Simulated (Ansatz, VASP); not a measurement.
One calculation of Pd3PbC, two programs

```
CELL_PARAMETERS angstrom
4.21525 0.00000 0.00000
0.00000 4.21525 0.00000
0.00000 0.00000 4.21525
ATOMIC_POSITIONS crystal
Pd 0.00000 0.50000 0.50000
Pd 0.50000 0.50000 0.00000
Pd 0.50000 0.00000 0.50000
Pb 0.00000 0.00000 0.00000
C 0.50000 0.50000 0.50000
```

Alike in both runs: functional revPBE; dispersion D3(BJ); k mesh 6 × 6 × 6; occupations methfessel-paxton of order 1, width 0.1 eV; no spin polarisation.

Ansatz relaxed the structure, and its values are those at the end. VASP's run is a single point on that final structure, the one shown.

```csv
,VASP,Ansatz
version,VASP 6.6.1,Ansatz 0.2.0
potentials or method,"VASP PAW PBE potentials, release 64 (Pd, Pb_d, C), cutoff 520 eV","plane waves, PAW"
valence electrons in the cell,48,72
```

```csv
,VASP,Ansatz,Ansatz less VASP
pressure (GPa),0.0,0.0,-0.04
```

VASP's potentials were made for PBE, not for revPBE. VASP's potentials hold 48 valence electrons a cell and Ansatz's 72, so a difference there can come from the potentials and not from the codes.

Spin-orbit coupling is off throughout.
